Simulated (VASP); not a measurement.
Input of a VASP 6.6.1 run:

File INCAR:

```
  PREC = Accurate
  ENCUT = 520
  EDIFF = 1E-6
  ISMEAR = 0
  SIGMA = 0.01
  LREAL = F
  LASPH = T
  NELM = 80
  ALGO = Normal
  ISIF = 2
  LWAVE = F
  LCHARG = F
  GGA = PS
  NBANDS = 20
```

File KPOINTS:

```
regular mesh
0
Gamma
  8 8 8
```

POSCAR

```
ScHO2
1.0
    1.5891838922      0.9175156552      4.4541138393
   -1.5891838922      0.9175156552      4.4541138393
    0.0000000000     -1.8350313104      4.4541138393
Sc H O
1 1 2
Direct
    0.0000000000      0.0000000000      0.0000000000
    0.5000000000      0.5000000000      0.5000000000
    0.5897010000      0.5897010000      0.5897010000
    0.4102990000      0.4102990000      0.4102990000
```

Potentials or basis: VASP PAW PBE potentials, release 64 (Sc_sv, H, O).

Launch:

```console
$ cat potpaw_PBE.64/Sc_sv/POTCAR potpaw_PBE.64/H/POTCAR potpaw_PBE.64/O/POTCAR > POTCAR
$ mpirun -np 1 vasp_std > vasp.out
```

Predict the pressure.

3.8 GPa.

What does it give for the band gap on the k mesh?

4.02 eV, indirect (least direct gap 4.46 eV).

Predict the largest force.

0.091 eV/Å.

Forces in eV/Å, atoms in the order of the input:
```
Sc   0.000  0.000  0.000
H    0.000  0.000  0.000
O    0.000  0.000  0.091
O    0.000  0.000 -0.091
```

Caveat: the PAW data sets were made with another functional, which shifts forces and pressure a little. A k mesh can miss the band edges.
